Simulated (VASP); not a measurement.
In:

```
In
1.0
     3.21239    0.00000    0.00000
    -1.60619    2.78201    0.00000
     0.00000    0.00000    3.00158
In
1
Cartesian
  0.0000 0.0000 0.0000
```

```yaml
Program: VASP 6.6.1
Task: relaxation of cell and atoms
Functional: PBEsol
Potentials_or_basis: VASP PAW PBE potentials, release 64 (In_d)
Cutoff: 600 eV
k_mesh: 21 × 21 × 18
Occupations: gaussian, width 0.1 eV
Spin: no spin polarisation
```

At the start: pressure -0.7 GPa; volume 26.82 Å³/atom.

Task: Where does the relaxation end?

Result: Over 6 steps the energy falls by 2.3 meV/atom and the volume is 26.34 Å³/atom (-1.8 %); space group P6/mmm (No. 191, to 0.05 Å).

The path:
```tsv
step	energy change (eV)	largest force (eV/Å)	pressure (GPa)	volume (Å³)
1	0.0000	0.0000	-0.70	26.82
2	-0.0021	0.0000	-0.07	26.37
3	-0.0022	0.0000	0.19	26.22
4	-0.0022	0.0000	0.15	26.24
5	-0.0023	0.0000	0.01	26.31
6	-0.0023	0.0000	-0.01	26.34
```

Final structure:
```xyz
1
Lattice="3.1735 0.0000 0.0000 -1.5868 2.7483 0.0000 0.0000 0.0000 3.0194" Properties=species:S:1:pos:R:3 pbc="T T T"
In    0.0000    0.0000    0.0000
```

Caveat: the PAW data sets were made with another functional, which shifts forces and pressure a little.
